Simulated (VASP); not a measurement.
BN:

```
CELL_PARAMETERS angstrom
2.51217 0.00000 0.00000
-1.25608 2.17560 0.00000
0.00000 0.00000 8.32722
ATOMIC_POSITIONS crystal
B 0.33333 0.66667 0.25000
B 0.66667 0.33333 0.75000
N 0.66667 0.33333 0.25000
N 0.33333 0.66667 0.75000
```

- Program: VASP 6.6.1
- Task: relaxation of cell and atoms
- Functional: r2SCAN
- Potentials or basis: VASP PAW PBE potentials, release 64 (B, N)
- Cutoff: 660 eV
- k mesh: 12 × 12 × 4
- Occupations: fermi-dirac, width 0.02 eV
- Spin: no spin polarisation

At the start: pressure -2.6 GPa; volume 11.38 Å³/atom.

**Question.** Where does the relaxation end?

**Answer.** Over 14 steps the energy falls by 12.1 meV/atom and the volume is 9.32 Å³/atom (-18.1 %); space group P6_3/mmc (No. 194, to 0.1 Å) before and after.

Step by step:
```csv
step,energy change (eV),largest force (eV/Å),pressure (GPa),volume (Å³)
1,0.0000,0.0000,-2.63,45.51
2,0.0110,0.0000,4.53,44.29
3,-0.0042,0.0000,-0.25,45.09
4,-0.0051,0.0000,-0.25,44.95
5,-0.0077,0.0000,-0.26,44.54
6,-0.0132,0.0000,-0.28,43.71
7,-0.0247,0.0000,-0.28,42.06
8,-0.0447,0.0000,-0.13,38.76
9,0.0423,0.0000,2.77,32.16
10,-0.0470,0.0000,-0.06,38.13
11,-0.0482,0.0000,0.13,37.01
12,-0.0483,0.0000,0.08,37.27
13,-0.0448,0.0000,-2.64,37.56
14,-0.0483,0.0000,-0.01,37.28
```

Final structure:
```
CELL_PARAMETERS angstrom
2.50266 0.00000 0.00000
-1.25133 2.16737 0.00000
0.00000 0.00000 6.87225
ATOMIC_POSITIONS crystal
B 0.33333 0.66667 0.25000
B 0.66667 0.33333 0.75000
N 0.66667 0.33333 0.25000
N 0.33333 0.66667 0.75000
```

Caveat: the volume moved by over 15 % at a fixed basis, so the end points are rough; the PAW data sets were made with another functional, which shifts forces and pressure a little.
